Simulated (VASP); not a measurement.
Wanted: the native input for a VASP 6.6.1 run.

- Task: single point
- Functional: PBE
- Dispersion: D3(BJ)
- Potentials or basis: VASP PAW PBE potentials, release 64 (Zn, O)
- Cutoff: 520 eV
- k mesh: 9 × 9 × 6
- Occupations: gaussian, width 0.02 eV
- Spin: no spin polarisation
- Dipole correction: no
- Further INCAR settings: ALGO = Normal; EDIFF = 1e-06; NBANDS = 26

The structure of ZnO (zincite) lies in POSCAR:

```
ZnO
1.0
    3.2548526657      0.0000000000      0.0000000000
   -1.6274263329      2.8187850941      0.0000000000
    0.0000000000      0.0000000000      5.2561269447
Zn O
2 2
Direct
    0.3333333333      0.6666666667      0.5000668972
    0.6666666667      0.3333333333      0.0000668972
    0.6666666667      0.3333333333      0.3789431028
    0.3333333333      0.6666666667      0.8789431028
```

These files were run (other wordings do the same):

INCAR

```
SYSTEM = ZnO
ALGO = Normal
EDIFF = 1E-6
ENCUT = 520
GGA = PE
ISIF = 2
ISMEAR = 0
IVDW = 12
LASPH = .TRUE.
LCHARG = .TRUE.
LELF = .TRUE.
LREAL = .FALSE.
LVHAR = .TRUE.
LWAVE = .FALSE.
NBANDS = 26
NELM = 60
PREC = Accurate
SIGMA = 0.02
```

KPOINTS

```
k-points
0
G
  9 9 6
  0 0 0
```

Potentials or basis: VASP PAW PBE potentials, release 64 (Zn, O).

Command:

```sh
$ cat potpaw_PBE.64/Zn/POTCAR potpaw_PBE.64/O/POTCAR > POTCAR
$ mpirun -np 1 vasp_std > vasp.out
```

Results of the run:

- Pressure: 1.0 GPa
- Band gap on the k mesh: 0.76 eV, direct
- Dispersion energy per atom: -0.221 eV

Wall time 21 s on 1 thread of Intel(R) Xeon(R) 6975P-C (Granite Rapids) (shared host), peak memory 0.19 GiB.
